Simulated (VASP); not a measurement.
**NaCl: single point with LDA**

Crystal: NaCl.

```
Cl Na
1.0
     0.00000    2.73243    2.73243
     2.73243    0.00000    2.73243
     2.73243    2.73243    0.00000
Cl Na
1 1
Direct
  0.50000 0.50000 0.50000
  0.00000 0.00000 0.00000
```

```json
{
 "Program": "VASP 6.6.1",
 "Task": "single point",
 "Functional": "LDA",
 "Potentials or basis": "VASP PAW LDA potentials, release 64 (Cl, Na_pv)",
 "Cutoff": "520 eV",
 "k mesh": "8 × 8 × 8",
 "Occupations": "fermi-dirac, width 0.05 eV",
 "Spin": "no spin polarisation"
}
```

The pressure is 0.0 GPa and the band gap on the k mesh is 5.08 eV, direct.

Levels at points of the mesh, in eV from the valence-band top:
```tsv
k point	band 3	band 4	band 5	band 6	band 7	band 8	band 9	band 10	band 11	band 12
(0.00, 0.00, 0.00)	-20.63	-12.82	0.00	0.00	0.00	5.08	10.93	10.93	10.93	13.29
(0.50, 0.00, 0.00)	-20.63	-12.35	-2.33	-0.33	-0.33	7.05	10.90	10.90	11.05	15.16
(0.50, 0.50, 0.00)	-20.64	-12.30	-2.01	-0.72	-0.72	7.44	7.64	11.62	15.18	15.18
```

It took 7 s on 1 thread of Intel(R) Xeon(R) Platinum 8481C CPU @ 2.70GHz (Sapphire Rapids) (shared host), peak memory 0.14 GiB.

LDA gaps usually lie below the measured ones, often by a third to a half.
